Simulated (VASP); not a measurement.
# KCl (I4/mmm) in VASP: single point with r2SCAN

Aim: the single point of KCl with r2SCAN.

Everything below comes from runs of VASP 6.6.1. Logs are shortened: lines on timing, memory, paths and dates and some standing lists are left out, and cuts for length are marked.

### 1 The cell of the first run

It takes space group I4/mmm (No. 139, tetragonal). The conventional cell has a = 4.581 Å, b = 4.581 Å, c = 6.247 Å, α = 90.00°, β = 90.00°, γ = 90.00°. K (site symmetry 4/mmm) has 6 Cl at 3.12 to 3.24 Å within 4.1 Å. Cl (site symmetry 4/mmm) has 6 K at 3.12 to 3.24 Å within 4.1 Å.

### 2 Single point, r2SCAN (epitaxial xy strain +3.0%)

Input file POSCAR:

```
KCl
1.0
    0.0000000000      3.2391937588      3.1236492207
    3.2391937588      0.0000000000      3.1236492207
    3.2391937588      3.2391937588      0.0000000000
K Cl
1 1
Direct
    0.0000000000      0.0000000000      0.0000000000
    0.5000000000      0.5000000000      0.5000000000
```

Input file INCAR.step1:

```
SYSTEM = KCl
ALGO = Normal
EDIFF = 1E-4
ENCUT = 520
GGA = PE
ISMEAR = 0
LASPH = .TRUE.
LCHARG = .FALSE.
LREAL = .FALSE.
LWAVE = .TRUE.
NBANDS = 15
NELM = 100
PREC = Accurate
SIGMA = 0.01
```

Input file INCAR.step2:

```
SYSTEM = KCl
ALGO = Normal
EDIFF = 1E-6
ENCUT = 520
ISIF = 2
ISMEAR = 0
ISTART = 1
LASPH = .TRUE.
LCHARG = .FALSE.
LMIXTAU = .TRUE.
LREAL = .FALSE.
LWAVE = .FALSE.
METAGGA = R2SCAN
NBANDS = 15
NELM = 100
PREC = Accurate
SIGMA = 0.01
```

Input file KPOINTS:

```
k-points
0
G
  8 8 8
  0 0 0
```

Potentials or basis: VASP PAW PBE potentials, release 64 (K_sv, Cl).

On the command line:

```console
$ cat potpaw_PBE.64/K_sv/POTCAR potpaw_PBE.64/Cl/POTCAR > POTCAR
$ cp INCAR.step1 INCAR
$ mpirun -np 1 vasp_std > vasp.out
$ cp INCAR.step2 INCAR
$ mpirun -np 1 vasp_std > vasp.out
```

OUTCAR:

```text
SYSTEM = KCl
   EDIFF = 1E-6
   ENCUT = 520
   ISIF = 2
   ISMEAR = 0
   ISTART = 1
   LASPH = .TRUE.
   LREAL = .FALSE.
   METAGGA = R2SCAN
   NELM = 100
   PREC = Accurate

 ion  position               nearest neighbor table
   1  0.000  0.000  0.000-   2 3.12   2 3.12
   2  0.500  0.500  0.500-   1 3.12   1 3.12

  LATTYP: Found a body centered tetragonal cell.
 ALAT       =     4.5809117448
 C/A-ratio  =     1.3637674745

  Lattice vectors:

 A1 = (   0.0000000000,  -3.2391937588,  -3.1236492207)
 A2 = (   0.0000000000,   3.2391937588,  -3.1236492207)
 A3 = (   3.2391937588,   0.0000000000,   3.1236492207)

Analysis of symmetry for initial positions (statically):
=====================================================================
 Subroutine PRICEL returns:
 Original cell was already a primitive cell.

 Routine SETGRP: Setting up the symmetry group for a
 body centered tetragonal supercell.

 Subroutine GETGRP returns: Found 16 space group operations
 (whereof 16 operations were pure point group operations)
 out of a pool of 16 trial point group operations.

The static configuration has the point symmetry D_4h.

Analysis of symmetry for dynamics (positions and initial velocities):
=====================================================================
 Subroutine PRICEL returns:
 Original cell was already a primitive cell.

 Routine SETGRP: Setting up the symmetry group for a
 body centered tetragonal supercell.

 Subroutine GETGRP returns: Found 16 space group operations
 (whereof 16 operations were pure point group operations)
 out of a pool of 16 trial point group operations.

The dynamic configuration has the point symmetry D_4h.

 Subroutine INISYM returns: Found 16 space group operations
 (whereof 16 operations are pure point group operations),
 and found     1 'primitive' translations

----------------------------------------------------------------------------------------

                                     Primitive cell

  volume of cell :      65.5490

  direct lattice vectors                    reciprocal lattice vectors
     0.000000000  3.239193759  3.123649221    -0.154359398  0.154359398  0.160069190
     3.239193759  0.000000000  3.123649221     0.154359398 -0.154359398  0.160069190
     3.239193759  3.239193759  0.000000000     0.154359398  0.154359398 -0.160069190

  length of vectors
     4.499951184  4.499951184  4.580911745     0.270695019  0.270695019  0.270695019

  position of ions in fractional coordinates (direct lattice)
     0.000000000  0.000000000  0.000000000
     0.500000000  0.500000000  0.500000000

  ion indices of the primitive-cell ions
   primitive index   ion index
                 1           1
                 2           2

----------------------------------------------------------------------------------------

 KPOINTS: k-points

Automatic generation of k-mesh.
 Grid dimensions read from file:
 generate k-points for:    8    8    8

 Generating k-lattice:

  Cartesian coordinates                     Fractional coordinates (reciprocal lattice)
    -0.019294925  0.019294925  0.020008649     0.125000000  0.000000000  0.000000000
     0.019294925 -0.019294925  0.020008649     0.000000000  0.125000000  0.000000000
     0.019294925  0.019294925 -0.020008649     0.000000000  0.000000000  0.125000000

  Length of vectors
     0.033836877  0.033836877  0.033836877

  Shift w.r.t. Gamma in fractional coordinates (k-lattice)
     0.000000000  0.000000000  0.000000000

 Subroutine IBZKPT returns following result:
 ===========================================

 Found     59 irreducible k-points:

 Following reciprocal coordinates:
            Coordinates               Weight
  0.000000  0.000000  0.000000      1.000000
  0.125000  0.000000  0.000000      8.000000
  0.250000  0.000000  0.000000      8.000000
  0.375000  0.000000  0.000000      8.000000
  0.500000  0.000000  0.000000      4.000000
  0.125000  0.125000  0.000000      2.000000
[... 16 lines left out ...]
  0.250000  0.000000  0.125000     16.000000
  0.375000  0.000000  0.125000     16.000000
 [... further k-points ...]
   k-points           NKPTS =     59   k-points in BZ     NKDIM =     59   number of bands    NBANDS=     15
   number of dos      NEDOS =    301   number of ions     NIONS =      2
   total plane-waves  NPLWV =  46656
   dimension x,y,z NGX =    36 NGY =   36 NGZ =   36
   dimension x,y,z NGXF=    72 NGYF=   72 NGZF=   72
   ions per type =               1   1
   NGX,Y,Z   is equivalent  to a cutoff of  13.30, 13.30, 13.06 a.u.
   NGXF,Y,Z  is equivalent  to a cutoff of  26.60, 26.60, 26.13 a.u.
 SYSTEM =  KCl
   PREC   = accura    normal or accurate (medium, high low for compatibility)
   ISTART =      1    job   : 0-new  1-cont  2-samecut
   ICHARG =      0    charge: 1-file 2-atom 10-const
   ISPIN  =      1    spin polarized calculation?
   LNONCOLLINEAR =      F non collinear calculations
   LSORBIT =      F    spin-orbit coupling
   LASPH  =      T    aspherical Exc in radial PAW
   ENCUT  =  520.0 eV  38.22 Ry    6.18 a.u.   8.37  8.37  8.52*2*pi/ulx,y,z
   NELM   =    100;   NELMIN=  2; NELMDL=  0     # of ELM steps
   EDIFF  = 0.1E-05   stopping-criterion for ELM
   LREAL  =      F    real-space projection
   EDIFFG = 0.1E-04   stopping-criterion for IOM
   NSW    =      0    number of steps for IOM
   IBRION =     -1    ionic relax: 0-MD 1-quasi-New 2-CG
   NFREE  =      0    steps in history (QN), initial steepest desc. (CG)
   ISIF   =      2    stress and relaxation
   ISYM   =      2    0-nonsym 1-usesym 2-fastsym
   POTIM  = 0.5000    time-step for ionic-motion
   TEBEG  =    0.0;   TEEND  =   0.0 temperature during run
   PSTRESS=    0.0 pullay stress
   NELECT =      16.0000    total number of electrons
   NUPDOWN=      -1.0000    fix difference up-down
   EMIN   =  10.00;   EMAX   =-10.00  energy-range for DOS
   EFERMI =   0.00;   METHOD = LEGACY
   ISMEAR =     0;   SIGMA  =   0.01  broadening in eV -4-tet -1-fermi 0-gaus
   EFERMI_NEDOS =   21; number of points for ismear=-14 and -15
   IALGO  =     38    algorithm
   IMIX   =      4    mixing-type and parameters
     AMIX     =   0.40;   BMIX     =  1.00
     AMIX_MAG =   1.60;   BMIX_MAG =  1.00
  volume/ion in A,a.u.               =      32.77       221.17
  Fermi-wavevector in a.u.,A,eV,Ry     =   1.023119  1.933414 14.242203  1.046772
  Thomas-Fermi vector in A             =   2.156835
   LORBIT       =      0    0 simple, 1 ext, 2 COOP (PROOUT), +10 PAW based schemes
   METAGGA = R2SCAN    functional components
   LHFCALC =     F    Hartree Fock is set to
   AEXX    =    0.0000 exact exchange contribution
   IVDW    =     0    specifies the selected vdW correction
   LEPSILON=     F    determine dielectric tensor
   LRPA    =     F    only Hartree local field effects (RPA)
 non-spin polarized calculation
 Gauss-broadening in eV      SIGMA  =   0.01
  energy-cutoff  :      520.00
  volume of cell :       65.55
 maximum number of plane-waves:      1789
 NGX is ok and might be reduce to    36
   NGX = 17   NGY = 17   NGZ = 17

 number of electron      15.9999999 magnetization

 Free energy of the ion-electron system (eV)
  ---------------------------------------------------
  ext. energy  EPLUGINS =         0.00000000
  ---------------------------------------------------
  free energy    TOTEN  =       -16.49218513 eV

  energy without entropy =      -16.49218513  energy(sigma->0) =      -16.49218513

 E-fermi :  -2.2864     XC(G=0):  -7.7254

 val. band max:       -2.4423275401   @ k =   0.0000   0.0000   0.0000
 cond. band min:       3.1943527191   @ k =   0.0000   0.0000   0.0000
 fundamental gap:      5.6366802592
 Fermi energy:        -2.2864304086

 k-point     1 :       0.0000    0.0000    0.0000
  band No.  band energies     occupation
      1     -30.8499      2.00000
      2     -15.0726      2.00000
      3     -13.5426      2.00000
      4     -13.5426      2.00000
      5     -13.5359      2.00000
      6      -2.4627      2.00000
      7      -2.4627      2.00000
      8      -2.4423      2.00000
      9       3.1944      0.00000
     10       6.4816      0.00000
     11       6.4816      0.00000
     12       6.7041      0.00000
     13       7.4726      0.00000
     14       7.6679      0.00000
     15      10.7279      0.00000

 k-point     2 :       0.1250    0.0000    0.0000
  band No.  band energies     occupation
      1     -30.8487      2.00000
      2     -15.0964      2.00000
      3     -13.5444      2.00000
      4     -13.5402      2.00000
      5     -13.5072      2.00000
      6      -2.6249      2.00000
      7      -2.5058      2.00000
      8      -2.4942      2.00000
      9       3.5494      0.00000
     10       6.3855      0.00000
     11       6.6801      0.00000
     12       6.8327      0.00000
     13       7.6699      0.00000
     14       7.8767      0.00000
     15      11.3395      0.00000

 k-point     3 :       0.2500    0.0000    0.0000
  band No.  band energies     occupation
      1     -30.8459      2.00000
      2     -15.1505      2.00000
      3     -13.5486      2.00000
      4     -13.5413      2.00000
      5     -13.4339      2.00000
      6      -2.9850      2.00000
      7      -2.6064      2.00000
      8      -2.5995      2.00000
      9       4.4009      0.00000
     10       6.2370      0.00000
     11       7.2432      0.00000
     12       7.3589      0.00000
     13       8.2141      0.00000
     14       8.4533      0.00000
     15      11.6534      0.00000
[... 343 lines left out ...]
 k-point    23 :       0.2500    0.0000    0.1250
  band No.  band energies     occupation
      1     -30.8462      2.00000
      2     -15.1186      2.00000
      3     -13.5526      2.00000
      4     -13.5469      2.00000
      5     -13.4726      2.00000
      6      -2.9238      2.00000
      7      -2.5805      2.00000
      8      -2.5555      2.00000
      9       4.3062      0.00000
     10       5.8419      0.00000
     11       7.3504      0.00000
     12       7.5511      0.00000
     13       8.0272      0.00000
     14       8.3479      0.00000
     15      11.7796      0.00000

 k-point    24 :       0.3750    0.0000    0.1250
  band No.  band energies     occupation
      1     -30.8434      2.00000
      2     -15.1595      2.00000
      3     -13.5578      2.00000
      4     -13.5505      2.00000
      5     -13.4163      2.00000
      6      -3.1800      2.00000
      7      -2.7076      2.00000
      8      -2.6555      2.00000
      9       5.1607      0.00000
     10       5.9889      0.00000
     11       7.9307      0.00000
     12       8.2915      0.00000
     13       8.6192      0.00000
     14       8.8687      0.00000
     15      10.5249      0.00000

 [... further k-points ...]
[... 5 lines left out ...]
  --------------------------------------------------------------------------------------
  -------------------------------------------------------------------------------------
  Total       -0.5018979     -0.5018979     -0.0072272      0.0000000     -0.0000000      0.0000000
  in kB      -12.2676067    -12.2676067     -0.1766498      0.0000000     -0.0000000      0.0000000
  external PRESSURE =      -8.2372877 kB  Pullay stress =       0.0000000 kB

 VOLUME and BASIS-vectors are now :
 -----------------------------------------------------------------------------
  energy-cutoff  :      520.00
  volume of cell :       65.55
      direct lattice vectors                 reciprocal lattice vectors
     0.000000000  3.239193759  3.123649221    -0.154359398  0.154359398  0.160069190
     3.239193759  0.000000000  3.123649221     0.154359398 -0.154359398  0.160069190
     3.239193759  3.239193759  0.000000000     0.154359398  0.154359398 -0.160069190

 POSITION                                       TOTAL-FORCE (eV/Angst)
 -----------------------------------------------------------------------------------
      0.00000      0.00000      0.00000         0.000000     -0.000000     -0.000000
      3.23919      3.23919      3.12365        -0.000000      0.000000      0.000000
 -----------------------------------------------------------------------------------
    total drift:                                0.000000      0.000000      0.000000

  FREE ENERGIE OF THE ION-ELECTRON SYSTEM (eV)
  ---------------------------------------------------
  free  energy   TOTEN  =       -16.4921851310 eV

  energy  without entropy=      -16.4921851310  energy(sigma->0) =      -16.49218513
```

Wall time 2.8 min (1 thread of Intel Xeon Platinum 8559C (Emerald Rapids), shared host); peak memory 0.24 GiB.

Results:

* Free energy: -16.4922 eV
* Pressure: -0.8 GPa
* Band gap on the k mesh: 5.64 eV

Stress tensor (GPa, compression positive):
```
-1.23  0.00  0.00
 0.00 -1.23  0.00
 0.00  0.00 -0.02
```

Caveat: the cell differs from its parent crystal (epitaxial xy strain +3.0%); the PAW data sets were made with another functional, which shifts forces and pressure a little. A k mesh can miss the band edges.
